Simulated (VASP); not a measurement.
# NaF in VASP: a series of runs

NaF is run at these levels: PBE, r2SCAN; tasks: single point.

Program: VASP 6.6.1. These are calculated values, not measurements. Logs are shortened: lines on timing, memory, paths and dates and some standing lists are left out, and cuts for length are marked.

**1. The cell of the first run**

It takes space group Fm-3m (No. 225, cubic). Conventional cell: a = 4.594 Å, b = 4.594 Å, c = 4.594 Å, α = 90.00°, β = 90.00°, γ = 90.00°. Within 3.0 Å of Na (site symmetry m-3m) lie 6 F at 2.30 Å. F (site symmetry m-3m) has 6 Na at 2.30 Å within 3.0 Å.

**2. Single point, PBE**

Contents of INCAR:

```
SYSTEM = NaF
  PREC = Accurate
  ENCUT = 520
  EDIFF = 1E-6
  ISMEAR = -1
  SIGMA = 0.02
  LREAL = .False.
  LASPH = .True.
  NELM = 100
  ALGO = Normal
  ISIF = 2
  LWAVE = .False.
  LCHARG = .True.
  GGA = PE
  LELF = .True.
  LVHAR = .True.
  NBANDS = 14
```

Contents of KPOINTS:

```
Automatic mesh
0
Gamma
  10 10 10
  0 0 0
```

Contents of POSCAR:

```
NaF
1.0
    0.0000000000      2.2971680800      2.2971680800
    2.2971680800      0.0000000000      2.2971680800
    2.2971680800      2.2971680800      0.0000000000
Na F
1 1
Direct
    0.0000000000      0.0000000000      0.0000000000
    0.5000000000      0.5000000000      0.5000000000
```

Potentials or basis: VASP PAW PBE potentials, release 64 (Na_pv, F).

Command:

```sh
$ cat potpaw_PBE.64/Na_pv/POTCAR potpaw_PBE.64/F/POTCAR > POTCAR
$ mpirun -np 1 vasp_std > vasp.out
```

OUTCAR:

```text
SYSTEM = NaF
   PREC = Accurate
   ENCUT = 520
   EDIFF = 1E-6
   ISMEAR = -1
   LREAL = .False.
   LASPH = .True.
   NELM = 100
   ISIF = 2
   GGA = PE

 ion  position               nearest neighbor table
   1  0.000  0.000  0.000-   2 2.30   2 2.30   2 2.30   2 2.30   2 2.30   2 2.30
   2  0.500  0.500  0.500-   1 2.30   1 2.30   1 2.30   1 2.30   1 2.30   1 2.30

  LATTYP: Found a face centered cubic cell.
 ALAT       =     4.5943361600

  Lattice vectors:

 A1 = (   0.0000000000,   2.2971680800,   2.2971680800)
 A2 = (   2.2971680800,   0.0000000000,   2.2971680800)
 A3 = (   2.2971680800,   2.2971680800,   0.0000000000)

Analysis of symmetry for initial positions (statically):
=====================================================================
 Subroutine PRICEL returns:
 Original cell was already a primitive cell.

 Routine SETGRP: Setting up the symmetry group for a
 face centered cubic supercell.

 Subroutine GETGRP returns: Found 48 space group operations
 (whereof 48 operations were pure point group operations)
 out of a pool of 48 trial point group operations.

The static configuration has the point symmetry O_h .

Analysis of symmetry for dynamics (positions and initial velocities):
=====================================================================
 Subroutine PRICEL returns:
 Original cell was already a primitive cell.

 Routine SETGRP: Setting up the symmetry group for a
 face centered cubic supercell.

 Subroutine GETGRP returns: Found 48 space group operations
 (whereof 48 operations were pure point group operations)
 out of a pool of 48 trial point group operations.

The dynamic configuration has the point symmetry O_h .

 Subroutine INISYM returns: Found 48 space group operations
 (whereof 48 operations are pure point group operations),
 and found     1 'primitive' translations

----------------------------------------------------------------------------------------

                                     Primitive cell

  volume of cell :      24.2442

  direct lattice vectors                    reciprocal lattice vectors
     0.000000000  2.297168080  2.297168080    -0.217659302  0.217659302  0.217659302
     2.297168080  0.000000000  2.297168080     0.217659302 -0.217659302  0.217659302
     2.297168080  2.297168080  0.000000000     0.217659302  0.217659302 -0.217659302

  length of vectors
     3.248686254  3.248686254  3.248686254     0.376996969  0.376996969  0.376996969

  position of ions in fractional coordinates (direct lattice)
     0.000000000  0.000000000  0.000000000
     0.500000000  0.500000000  0.500000000

  ion indices of the primitive-cell ions
   primitive index   ion index
                 1           1
                 2           2

----------------------------------------------------------------------------------------

 KPOINTS: Automatic mesh

Automatic generation of k-mesh.
 Grid dimensions read from file:
 generate k-points for:   10   10   10

 Generating k-lattice:

  Cartesian coordinates                     Fractional coordinates (reciprocal lattice)
    -0.021765930  0.021765930  0.021765930     0.100000000  0.000000000  0.000000000
     0.021765930 -0.021765930  0.021765930     0.000000000  0.100000000  0.000000000
     0.021765930  0.021765930 -0.021765930     0.000000000  0.000000000  0.100000000

  Length of vectors
     0.037699697  0.037699697  0.037699697

  Shift w.r.t. Gamma in fractional coordinates (k-lattice)
     0.000000000  0.000000000  0.000000000

 Subroutine IBZKPT returns following result:
 ===========================================

 Found     47 irreducible k-points:

 Following reciprocal coordinates:
            Coordinates               Weight
  0.000000  0.000000  0.000000      1.000000
  0.100000  0.000000  0.000000      8.000000
  0.200000  0.000000  0.000000      8.000000
  0.300000  0.000000  0.000000      8.000000
  0.400000  0.000000  0.000000      8.000000
  0.500000  0.000000  0.000000      4.000000
[... 16 lines left out ...]
  0.300000  0.300000  0.000000      6.000000
  0.400000  0.300000  0.000000     24.000000
 [... further k-points ...]
   k-points           NKPTS =     47   k-points in BZ     NKDIM =     47   number of bands    NBANDS=     14
   number of dos      NEDOS =    301   number of ions     NIONS =      2
   total plane-waves  NPLWV =  13824
   dimension x,y,z NGX =    24 NGY =   24 NGZ =   24
   dimension x,y,z NGXF=    48 NGYF=   48 NGZF=   48
   ions per type =               1   1
   NGX,Y,Z   is equivalent  to a cutoff of  12.28, 12.28, 12.28 a.u.
   NGXF,Y,Z  is equivalent  to a cutoff of  24.56, 24.56, 24.56 a.u.
 SYSTEM =  NaF
   PREC   = accura    normal or accurate (medium, high low for compatibility)
   ISTART =      0    job   : 0-new  1-cont  2-samecut
   ICHARG =      2    charge: 1-file 2-atom 10-const
   ISPIN  =      1    spin polarized calculation?
   LNONCOLLINEAR =      F non collinear calculations
   LSORBIT =      F    spin-orbit coupling
   LASPH  =      T    aspherical Exc in radial PAW
   ENCUT  =  520.0 eV  38.22 Ry    6.18 a.u.   6.04  6.04  6.04*2*pi/ulx,y,z
   NELM   =    100;   NELMIN=  2; NELMDL= -5     # of ELM steps
   EDIFF  = 0.1E-05   stopping-criterion for ELM
   LREAL  =      F    real-space projection
   EDIFFG = 0.1E-04   stopping-criterion for IOM
   NSW    =      0    number of steps for IOM
   IBRION =     -1    ionic relax: 0-MD 1-quasi-New 2-CG
   NFREE  =      0    steps in history (QN), initial steepest desc. (CG)
   ISIF   =      2    stress and relaxation
   ISYM   =      2    0-nonsym 1-usesym 2-fastsym
   POTIM  = 0.5000    time-step for ionic-motion
   TEBEG  =    0.0;   TEEND  =   0.0 temperature during run
   PSTRESS=    0.0 pullay stress
   NELECT =      14.0000    total number of electrons
   NUPDOWN=      -1.0000    fix difference up-down
   EMIN   =  10.00;   EMAX   =-10.00  energy-range for DOS
   EFERMI =   0.00;   METHOD = LEGACY
   ISMEAR =    -1;   SIGMA  =   0.02  broadening in eV -4-tet -1-fermi 0-gaus
   EFERMI_NEDOS =   21; number of points for ismear=-14 and -15
   IALGO  =     38    algorithm
   IMIX   =      4    mixing-type and parameters
     AMIX     =   0.40;   BMIX     =  1.00
     AMIX_MAG =   1.60;   BMIX_MAG =  1.00
  volume/ion in A,a.u.               =      12.12        81.80
  Fermi-wavevector in a.u.,A,eV,Ry     =   1.363269  2.576204 25.286442  1.858501
  Thomas-Fermi vector in A             =   2.489686
   LORBIT       =      0    0 simple, 1 ext, 2 COOP (PROOUT), +10 PAW based schemes
   GGA     = PE    functional components
   LHFCALC =     F    Hartree Fock is set to
   AEXX    =    0.0000 exact exchange contribution
   IVDW    =     0    specifies the selected vdW correction
   LEPSILON=     F    determine dielectric tensor
   LRPA    =     F    only Hartree local field effects (RPA)
 non-spin polarized calculation
  energy-cutoff  :      520.00
  volume of cell :       24.24
 maximum number of plane-waves:       666
   NGX = 13   NGY = 13   NGZ = 13

 number of electron      13.9999992 magnetization

 Free energy of the ion-electron system (eV)
  ---------------------------------------------------
  ext. energy  EPLUGINS =         0.00000000
  ---------------------------------------------------
  free energy    TOTEN  =        -8.54952991 eV

  energy without entropy =       -8.54952991  energy(sigma->0) =       -8.54952991

 E-fermi :  -1.4797     XC(G=0):  -9.2791

 val. band max:       -1.9696236079   @ k =   0.0000   0.0000   0.0000
 cond. band min:       4.4710298313   @ k =   0.0000   0.0000   0.0000
 fundamental gap:      6.4406534392
 Fermi energy:        -1.4797376588

 k-point     1 :       0.0000    0.0000    0.0000
  band No.  band energies     occupation
      1     -21.1875      2.00000
      2     -20.8402      2.00000
      3     -20.8402      2.00000
      4     -20.8402      2.00000
      5      -1.9696      2.00000
      6      -1.9696      2.00000
      7      -1.9696      2.00000
      8       4.4710      0.00000
      9      17.1916      0.00000
     10      17.1916      0.00000
     11      17.1917      0.00000
     12      20.1069      0.00000
     13      22.3139      0.00000
     14      22.3139      0.00000

 k-point     2 :       0.1000    0.0000    0.0000
  band No.  band energies     occupation
      1     -21.3181      2.00000
      2     -20.8415      2.00000
      3     -20.8415      2.00000
      4     -20.6956      2.00000
      5      -2.1729      2.00000
      6      -1.9958      2.00000
      7      -1.9958      2.00000
      8       4.8355      0.00000
      9      15.9031      0.00000
     10      17.3548      0.00000
     11      17.3548      0.00000
     12      21.5740      0.00000
     13      21.9208      0.00000
     14      21.9208      0.00000

 k-point     3 :       0.2000    0.0000    0.0000
  band No.  band energies     occupation
      1     -21.5104      2.00000
      2     -20.8447      2.00000
      3     -20.8447      2.00000
      4     -20.4661      2.00000
      5      -2.6409      2.00000
      6      -2.0637      2.00000
      7      -2.0637      2.00000
      8       5.7727      0.00000
      9      14.1390      0.00000
     10      17.7679      0.00000
     11      17.7679      0.00000
     12      21.3073      0.00000
     13      21.3073      0.00000
     14      22.8130      0.00000
[... 324 lines left out ...]
 k-point    23 :       0.3000    0.3000    0.0000
  band No.  band energies     occupation
      1     -21.4439      2.00000
      2     -20.8778      2.00000
      3     -20.8778      2.00000
      4     -20.4710      2.00000
      5      -3.0682      2.00000
      6      -2.2531      2.00000
      7      -2.2531      2.00000
      8       7.7865      0.00000
      9      12.5339      0.00000
     10      16.1806      0.00000
     11      17.8438      0.00000
     12      17.8438      0.00000
     13      24.0911      0.00000
     14      24.6046      0.00000

 k-point    24 :       0.4000    0.3000    0.0000
  band No.  band energies     occupation
      1     -21.4138      2.00000
      2     -20.8924      2.00000
      3     -20.8836      2.00000
      4     -20.4836      2.00000
      5      -3.1823      2.00000
      6      -2.3647      2.00000
      7      -2.3069      2.00000
      8       8.8024      0.00000
      9      11.9916      0.00000
     10      15.0383      0.00000
     11      17.9426      0.00000
     12      17.9897      0.00000
     13      23.8365      0.00000
     14      24.9955      0.00000

 [... further k-points ...]
[... 5 lines left out ...]
  --------------------------------------------------------------------------------------
  -------------------------------------------------------------------------------------
  Total        0.5298267      0.5298267      0.5298267      0.0000000      0.0000000      0.0000000
  in kB       35.0135471     35.0135471     35.0135471      0.0000000      0.0000000      0.0000000
  external PRESSURE =      35.0135471 kB  Pullay stress =       0.0000000 kB

 VOLUME and BASIS-vectors are now :
 -----------------------------------------------------------------------------
  energy-cutoff  :      520.00
  volume of cell :       24.24
      direct lattice vectors                 reciprocal lattice vectors
     0.000000000  2.297168080  2.297168080    -0.217659302  0.217659302  0.217659302
     2.297168080  0.000000000  2.297168080     0.217659302 -0.217659302  0.217659302
     2.297168080  2.297168080  0.000000000     0.217659302  0.217659302 -0.217659302

 POSITION                                       TOTAL-FORCE (eV/Angst)
 -----------------------------------------------------------------------------------
      0.00000      0.00000      0.00000         0.000000      0.000000      0.000000
      2.29717      2.29717      2.29717        -0.000000     -0.000000     -0.000000
 -----------------------------------------------------------------------------------
    total drift:                                0.000000     -0.000000      0.000000

  FREE ENERGIE OF THE ION-ELECTRON SYSTEM (eV)
  ---------------------------------------------------
  free  energy   TOTEN  =        -8.5495299110 eV

  energy  without entropy=       -8.5495299110  energy(sigma->0) =       -8.54952991
```

Run time: 16 s. Hardware: 1 thread of Intel Xeon Platinum 8259CL at 2.50GHz (Skylake/Cascade Lake), shared host; peak memory 0.13 GiB.

Results:

```yaml
Free_energy: -8.5495 eV
Pressure: 3.5 GPa
Band_gap_on_the_k_mesh: 6.44 eV, direct
```

Levels at points of the mesh, in eV from the valence-band top:
| k point | band 5 | band 6 | band 7 | band 8 | band 9 | band 10 |
| --- | --- | --- | --- | --- | --- | --- |
| (0.00, 0.00, 0.00) | 0.00 | 0.00 | 0.00 | 6.44 | 19.16 | 19.16 |
| (0.50, 0.00, 0.00) | -1.64 | -0.27 | -0.27 | 10.94 | 12.69 | 20.39 |
| (0.50, 0.50, 0.00) | -1.31 | -0.42 | -0.42 | 13.37 | 13.39 | 13.86 |

A k mesh can miss the band edges. PBE gaps usually lie below the measured ones, often by a third to a half.

(Part 1 of 3 ends here.)
